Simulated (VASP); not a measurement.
Runs of VASP 6.6.1 on Zr2PbO. The structure is that of space group P-3m1 (No. 164), or close to it. The cells are those of the table. 

| task | spin | cell | k mesh | cutoff (eV) | gap on the mesh (eV) | pressure (GPa) | largest force (eV/Å) |
| --- | --- | --- | --- | --- | --- | --- | --- |
| single point | off | a = 4.590, b = 4.590, c = 4.001 Å, angles 90.0, 90.0, 120.0°, 4 atoms | 6 × 6 × 4 | 520 | none | (a) | 1.18 |
| single point | off | a = 3.489, b = 3.489, c = 7.115 Å, angles 90.0, 90.0, 120.0°, 4 atoms | 6 × 6 × 4 | 520 | none | 0.1 | 0.05 |
| single point | collinear, ferromagnetic start | a = 3.489, b = 3.489, c = 7.115 Å, angles 90.0, 90.0, 120.0°, 4 atoms | 6 × 6 × 4 | 520 | none | 0.1 | 0.05 |
| single point | off | a = 3.327, b = 3.327, c = 7.689 Å, angles 90.0, 90.0, 120.0°, 4 atoms | 18 × 18 × 8 | 520 | none | 0.1 | 0.01 |
| relaxation of cell and atoms | off | relaxed from a = 4.590, b = 4.590, c = 4.001 Å, angles 90.0, 90.0, 120.0°, 4 atoms | 6 × 6 × 4 | 600 | none | 0.0 | 0.02 |

Alike in all rows: level PBE; potentials or basis VASP PAW PBE potentials, release 64 (Zr_sv, Pb_d, O); smearing gaussian 0.1 eV.

Task: Estimate the missing entries.

Result: (a) 51.6.

Caveats: some runs use coarse meshes; spin-orbit coupling is left out, which moves the levels of the heavy elements; forces of over 1 eV/Å act on the atoms, so gaps and moduli don't describe the material at rest (some runs).

A k mesh can miss the band edges, and the runs leave out spin-orbit coupling on Pb, Zr.

A gap of «none» marks levels without a gap at the run's occupations.
